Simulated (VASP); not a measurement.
## Ge: single point with PBE

Crystal: Ge.

```xyz
2
Lattice="0.0000 2.8860 2.8860 2.8860 0.0000 2.8860 2.8860 2.8860 0.0000" Properties=species:S:1:pos:R:3 pbc="T T T"
Ge    2.8860    2.8860    2.8860
Ge    4.3290    4.3290    4.3290
```

| Quantity | Value |
| --- | --- |
| Program | VASP 6.6.1 |
| Task | single point |
| Functional | PBE |
| Potentials or basis | VASP PAW PBE potentials, release 64 (Ge_d) |
| Cutoff | 520 eV |
| k mesh | 5 × 5 × 5 |
| Occupations | fermi-dirac, width 0.05 eV |
| Spin | no spin polarisation |
| Dipole correction | no |
| Further INCAR settings | ALGO = Normal; EDIFF = 1e-07; NBANDS = 21 |

The pressure is -0.1 GPa and the band gap on the k mesh is zero (filled and empty bands touch).

Levels at points of the mesh, in eV from the Fermi level:
| k point | band 10 | band 11 | band 12 | band 13 | band 14 | band 15 | band 16 | band 17 | band 18 | band 19 |
| --- | --- | --- | --- | --- | --- | --- | --- | --- | --- | --- |
| (0.00, 0.00, 0.00) | -24.49 | -12.31 | -0.48 | 0.02 | 0.02 | 0.02 | 2.54 | 2.54 | 2.54 | 6.31 |

Wall time 11 s on 1 thread of Intel(R) Xeon(R) Platinum 8259CL CPU @ 2.50GHz (Skylake/Cascade Lake), on a shared host, peak memory 0.16 GiB.

Caveat: the k points lie up to 0.38 Å⁻¹ apart.
